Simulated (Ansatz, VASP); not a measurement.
# Two plane-wave programs on WSe2

Contents of INCAR:

```
  PREC = Accurate
  ENCUT = 520
  EDIFF = 1E-6
  ISMEAR = 0
  SIGMA = 0.05
  LREAL = False
  LASPH = True
  NELM = 60
  ALGO = Normal
  ISIF = 2
  LWAVE = False
  LCHARG = False
  GGA = PS
  NBANDS = 49
```

KPOINTS

```
regular mesh
0
Gamma
  12 12 1
```

The input POSCAR:

```
WSe2
1.0
    3.2709028599      0.0000000000      0.0000000000
   -1.6354514299      2.8326849700      0.0000000000
    0.0000000000      0.0000000000     29.1847504091
W Se
3 6
Direct
    0.6666666667      0.3333333333      0.0000000000
    0.3333333333      0.6666666667      0.7734641576
    0.3333333333      0.6666666667      0.2265358424
    0.3333333333      0.6666666667      0.0573689705
    0.5132198039      0.2210024335      0.8308403050
    0.6666666667      0.3333333333      0.2838341585
    0.3333333333      0.6666666667      0.9426310295
    0.6666666667      0.3333333333      0.7161658415
    0.6666666667      0.3333333333      0.1691596950
```

Input for Ansatz:

```yaml
crystal:
  lattice:
    - [3.2709028599, 0.0, 0.0]
    - [-1.6354514299, 2.83268497, 0.0]
    - [0.0, 0.0, 29.1847504091]
  atoms:
    - { symbol: W, position: [0.6666666667, 0.3333333333, 0.0] }
    - { symbol: W, position: [0.3333333333, 0.6666666667, 0.7734641576] }
    - { symbol: W, position: [0.3333333333, 0.6666666667, 0.2265358424] }
    - { symbol: Se, position: [0.3333333333, 0.6666666667, 0.0573689705] }
    - { symbol: Se, position: [0.5132198039, 0.2210024335, 0.830840305] }
    - { symbol: Se, position: [0.6666666667, 0.3333333333, 0.2838341585] }
    - { symbol: Se, position: [0.3333333333, 0.6666666667, 0.9426310295] }
    - { symbol: Se, position: [0.6666666667, 0.3333333333, 0.7161658415] }
    - { symbol: Se, position: [0.6666666667, 0.3333333333, 0.169159695] }
basis:
  ecutwfc: 420
kpoints:
  mp_grid: { grid: [12, 12, 1] }
hamiltonian:
  xc: pbesol
scf:
  occupations: { method: gaussian, width: 0.05 }
output:
  forces: true
  stress: true
  eigenvalues: true
```

Alike in both runs: task single point; functional PBEsol; k mesh 12 × 12 × 1; occupations gaussian, width 0.05 eV; no spin polarisation.

|  | VASP | Ansatz |
| --- | --- | --- |
| version | VASP 6.6.1 | Ansatz 0.2.0 |
| potentials or method | VASP PAW PBE potentials, release 64 (W_sv, Se), cutoff 520 eV | scalar-relativistic, plane waves, PAW |
| valence electrons in the cell | 78 | 138 |

|  | VASP | Ansatz | Ansatz less VASP |
| --- | --- | --- | --- |
| gap on the k mesh at the Fermi level (eV) | 1.09 | 1.09 | +0.003 |
| least direct gap on the mesh (eV) | 1.39 | 1.39 | +0.001 |
| rms of the force components (eV/Å) | 1.012 | 1.003 | -0.0091 |

VASP's potentials were made for PBE, not for PBEsol. Atom by atom the forces differ by 0.030 eV/Å (rms over components). VASP's potentials hold 78 valence electrons a cell and Ansatz's 138, so a difference there can come from the potentials and not from the codes.

Spin-orbit coupling is off throughout.
